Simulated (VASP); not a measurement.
# CdBr2 (P6_3mc) in VASP: single point with LDA

Aim: the single point of CdBr2 with LDA.

All numbers are computed with VASP 6.6.1; they aren't measurements. Logs are shortened: lines on timing, memory, paths and dates and some standing lists are left out, and cuts for length are marked.

**1. The cell of the first run**

Symmetry: P6_3mc, No. 186, hexagonal system. Conventional cell: a = 3.910 Å, b = 3.910 Å, c = 12.223 Å, α = 90.00°, β = 90.00°, γ = 120.00°. Within 3.6 Å of Cd (site symmetry 3m) lie 6 Br at 2.74 Å. Within 3.6 Å of Br (site symmetry 3m) lie 3 Cd at 2.74 Å. Within 3.6 Å of Br (site symmetry 3m) lie 3 Cd at 2.74 Å.

**2. Single point, LDA**

INCAR

```
SYSTEM = CdBr2
ALGO = Normal ; EDIFF = 1E-7
ENCUT = 520 ; ISIF = 2
ISMEAR = 0 ; LASPH = .True.
LCHARG = .False. ; LREAL = .False.
LWAVE = .False. ; NBANDS = 35
NELM = 100 ; PREC = Accurate
SIGMA = 0.01
```

KPOINTS

```
k-points
0
Gamma
  12 12 2
  0 0 0
```

POSCAR

```
CdBr2
1.0
    3.9097176246      0.0000000000      0.0000000000
   -1.9548588123      3.3859147846      0.0000000000
    0.0000000000      0.0000000000     12.2233985728
Cd Br
2 4
Direct
    0.3333333333      0.6666666667      0.3750119131
    0.6666666667      0.3333333333      0.8750119131
    0.3333333333      0.6666666667      0.0013656449
    0.6666666667      0.3333333333      0.5013656449
    0.0000000000      0.0000000000      0.2486224420
    0.0000000000      0.0000000000      0.7486224420
```

Potentials or basis: VASP PAW LDA potentials, release 64 (Cd, Br).

Launch:

```console
cat potpaw_LDA.64/Cd/POTCAR potpaw_LDA.64/Br/POTCAR > POTCAR
mpirun -np 1 vasp_std > vasp.out
```

OUTCAR:

```text
SYSTEM = CdBr2
   EDIFF = 1E-7
   ENCUT = 520
   ISIF = 2
   ISMEAR = 0
   LASPH = .True.
   LREAL = .False.
   NELM = 100
   PREC = Accurate

 ion  position               nearest neighbor table
   1  0.333  0.667  0.375-   4 2.74   4 2.74   4 2.74   5 2.74   5 2.74   5 2.74
   2  0.667  0.333  0.875-   3 2.74   3 2.74   3 2.74   6 2.74   6 2.74   6 2.74
   3  0.333  0.667  0.001-   2 2.74   2 2.74   2 2.74
   4  0.667  0.333  0.501-   1 2.74   1 2.74   1 2.74
   5  0.000  0.000  0.249-   1 2.74   1 2.74   1 2.74
   6  0.000  0.000  0.749-   2 2.74   2 2.74   2 2.74

  LATTYP: Found a hexagonal cell.
 ALAT       =     3.9097176246
 C/A-ratio  =     3.1264146791

  Lattice vectors:

 A1 = (   3.9097176246,   0.0000000000,   0.0000000000)
 A2 = (  -1.9548588123,   3.3859147846,   0.0000000000)
 A3 = (   0.0000000000,   0.0000000000,  12.2233985728)

Analysis of symmetry for initial positions (statically):
=====================================================================
 Subroutine PRICEL returns:
 Original cell was already a primitive cell.

 Routine SETGRP: Setting up the symmetry group for a
 hexagonal supercell.

 Subroutine GETGRP returns: Found 12 space group operations
 (whereof  6 operations were pure point group operations)
 out of a pool of 24 trial point group operations.

The static configuration has the point symmetry C_3v.
 The point group associated with its full space group is C_6v.

Analysis of symmetry for dynamics (positions and initial velocities):
=====================================================================
 Subroutine PRICEL returns:
 Original cell was already a primitive cell.

 Routine SETGRP: Setting up the symmetry group for a
 hexagonal supercell.

 Subroutine GETGRP returns: Found 12 space group operations
 (whereof  6 operations were pure point group operations)
 out of a pool of 24 trial point group operations.

The dynamic configuration has the point symmetry C_3v.
 The point group associated with its full space group is C_6v.

 Subroutine INISYM returns: Found 12 space group operations
 (whereof  6 operations are pure point group operations),
 and found     1 'primitive' translations

----------------------------------------------------------------------------------------

                                     Primitive cell

[... 94 lines left out ...]
   LSORBIT =      F    spin-orbit coupling
   LASPH  =      T    aspherical Exc in radial PAW
   ENCUT  =  520.0 eV  38.22 Ry    6.18 a.u.   7.27  7.27 22.73*2*pi/ulx,y,z
   NELM   =    100;   NELMIN=  2; NELMDL= -5     # of ELM steps
   EDIFF  = 0.1E-06   stopping-criterion for ELM
   LREAL  =      F    real-space projection
   EDIFFG = 0.1E-05   stopping-criterion for IOM
   NSW    =      0    number of steps for IOM
   IBRION =     -1    ionic relax: 0-MD 1-quasi-New 2-CG
   NFREE  =      0    steps in history (QN), initial steepest desc. (CG)
   ISIF   =      2    stress and relaxation
   ISYM   =      2    0-nonsym 1-usesym 2-fastsym
   POTIM  = 0.5000    time-step for ionic-motion
   TEBEG  =    0.0;   TEEND  =   0.0 temperature during run
   PSTRESS=    0.0 pullay stress
   NELECT =      52.0000    total number of electrons
   NUPDOWN=      -1.0000    fix difference up-down
   EMIN   =  10.00;   EMAX   =-10.00  energy-range for DOS
   EFERMI =   0.00;   METHOD = LEGACY
   ISMEAR =     0;   SIGMA  =   0.01  broadening in eV -4-tet -1-fermi 0-gaus
   EFERMI_NEDOS =   21; number of points for ismear=-14 and -15
   IALGO  =     38    algorithm
   IMIX   =      4    mixing-type and parameters
     AMIX     =   0.40;   BMIX     =  1.00
     AMIX_MAG =   1.60;   BMIX_MAG =  1.00
  volume/ion in A,a.u.               =      26.97       181.99
  Fermi-wavevector in a.u.,A,eV,Ry     =   1.121342  2.119029 17.108078  1.257408
  Thomas-Fermi vector in A             =   2.257995
   LORBIT       =      0    0 simple, 1 ext, 2 COOP (PROOUT), +10 PAW based schemes
   GGA     = CA    functional components
   LHFCALC =     F    Hartree Fock is set to
   AEXX    =    0.0000 exact exchange contribution
   IVDW    =     0    specifies the selected vdW correction
   LEPSILON=     F    determine dielectric tensor
   LRPA    =     F    only Hartree local field effects (RPA)
 non-spin polarized calculation
 Gauss-broadening in eV      SIGMA  =   0.01
  energy-cutoff  :      520.00
  volume of cell :      161.81
 maximum number of plane-waves:      4426
 NGX is ok and might be reduce to    30
   NGX = 15   NGY = 15   NGZ = 45

 number of electron      51.9999991 magnetization

 Free energy of the ion-electron system (eV)
  ---------------------------------------------------
  ext. energy  EPLUGINS =         0.00000000
  ---------------------------------------------------
  free energy    TOTEN  =       -16.54145247 eV

  energy without entropy =      -16.54145247  energy(sigma->0) =      -16.54145247

 E-fermi :   0.3569     XC(G=0):  -9.4791

 val. band max:        0.3069071424   @ k =   0.0000   0.0000   0.0000
 cond. band min:       2.9987011361   @ k =   0.0000   0.0000   0.0000
 fundamental gap:      2.6917939938
 Fermi energy:         0.3569372460

 k-point     1 :       0.0000    0.0000    0.0000
  band No.  band energies     occupation
      1     -13.8360      2.00000
      2     -13.6278      2.00000
      3     -13.3423      2.00000
      4     -13.0867      2.00000
      5      -6.8289      2.00000
      6      -6.8289      2.00000
[... 901 lines left out ...]
     34       8.9591      0.00000
     35       8.9611      0.00000

 [... further k-points ...]
[... 5 lines left out ...]
  --------------------------------------------------------------------------------------
  -------------------------------------------------------------------------------------
  Total        0.4423070      0.4423070      0.3308929      0.0000000     -0.0000000      0.0000000
  in kB        4.3794649      4.3794649      3.2763077      0.0000000     -0.0000000      0.0000000
  external PRESSURE =       4.0117458 kB  Pullay stress =       0.0000000 kB

 VOLUME and BASIS-vectors are now :
 -----------------------------------------------------------------------------
  energy-cutoff  :      520.00
  volume of cell :      161.81
      direct lattice vectors                 reciprocal lattice vectors
     3.909717625  0.000000000  0.000000000     0.255772947  0.147670580  0.000000000
    -1.954858812  3.385914785  0.000000000     0.000000000  0.295341160  0.000000000
     0.000000000  0.000000000 12.223398573     0.000000000  0.000000000  0.081810308

 POSITION                                       TOTAL-FORCE (eV/Angst)
 -----------------------------------------------------------------------------------
     -0.00000      2.25728      4.58392        -0.000000      0.000000      0.000502
      1.95486      1.12864     10.69562         0.000000     -0.000000      0.000502
     -0.00000      2.25728      0.01669         0.000000      0.000000      0.060246
      1.95486      1.12864      6.12839        -0.000000      0.000000      0.060246
      0.00000      0.00000      3.03901        -0.000000      0.000000     -0.060748
      0.00000      0.00000      9.15071         0.000000     -0.000000     -0.060748
 -----------------------------------------------------------------------------------
    total drift:                                0.000000      0.000000     -0.000766

  FREE ENERGIE OF THE ION-ELECTRON SYSTEM (eV)
  ---------------------------------------------------
  free  energy   TOTEN  =       -16.5414524710 eV

  energy  without entropy=      -16.5414524710  energy(sigma->0) =      -16.54145247
```

It took 2.3 min on 1 thread of AMD EPYC 7R13 (Zen 3), shared host; peak memory 0.3 GiB.

What came out:

* Free energy: -16.5415 eV
* Pressure: 0.4 GPa
* Largest force: 0.061 eV/Å
* Band gap on the k mesh: 2.69 eV

Forces in eV/Å, atoms in the order of the input:
```
Cd   0.000  0.000  0.001
Cd   0.000  0.000  0.001
Br   0.000  0.000  0.060
Br   0.000  0.000  0.060
Br   0.000  0.000 -0.061
Br   0.000  0.000 -0.061
```
